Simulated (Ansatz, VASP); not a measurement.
**One calculation of Re, two programs**

The input INCAR:

```
PREC = Accurate
ENCUT = 560
EDIFF = 1E-6
ISMEAR = 0
SIGMA = 0.15
LREAL = F
LASPH = T
NELM = 120
ALGO = Normal
ISIF = 2
LWAVE = F
LCHARG = F
GGA = PE
NBANDS = 14
GGA_COMPAT = F
```

Contents of KPOINTS:

```
regular mesh
0
Gamma
  10 10 10
```

Contents of POSCAR:

```
Re
1.0
    0.0000000000      2.1331671267      1.6489381890
    2.1331671267      0.0000000000      1.6489381890
    2.1331671267      2.1331671267      0.0000000000
Re
1
Direct
    0.0000000000      0.0000000000      0.0000000000
```

Input for Ansatz:

```yaml
crystal:
  lattice:
    - [0.0, 2.1331671267, 1.648938189]
    - [2.1331671267, 0.0, 1.648938189]
    - [2.1331671267, 2.1331671267, 0.0]
  atoms:
    - { symbol: Re, position: [0.0, 0.0, 0.0] }
basis:
  ecutwfc: 420
kpoints:
  mp_grid: { grid: [10, 10, 10] }
hamiltonian:
  xc: pbe
scf:
  occupations: { method: gaussian, width: 0.15 }
output:
  forces: true
  stress: true
  eigenvalues: true
```

Alike in both runs: task single point; functional PBE; k mesh 10 × 10 × 10; occupations gaussian, width 0.15 eV; no spin polarisation.

```csv
,VASP,Ansatz
version,VASP 6.6.1,Ansatz 0.2.0
potentials or method,"VASP PAW PBE potentials, release 64 (Re_sv_GW), cutoff 560 eV","scalar-relativistic, plane waves, PAW"
valence electrons in the cell,15,15
```

Ansatz gave:

| Quantity | Value |
| --- | --- |
| gap on the k mesh at the Fermi level (eV) | none |
| pressure (GPa) | 2.6 |
| traceless stress, the component that is largest in VASP (GPa) | 1.75 |

Problem. Which values does VASP return?

Solution. gap on the k mesh at the Fermi level (eV): none; pressure (GPa): 1.1; traceless stress, the component that is largest in VASP (GPa): 1.74.

A gap of «none» marks a metal or a gap that the smearing closes. With one functional, cell and mesh, what is left measures potentials, basis and numerics.

Spin-orbit coupling is off throughout.
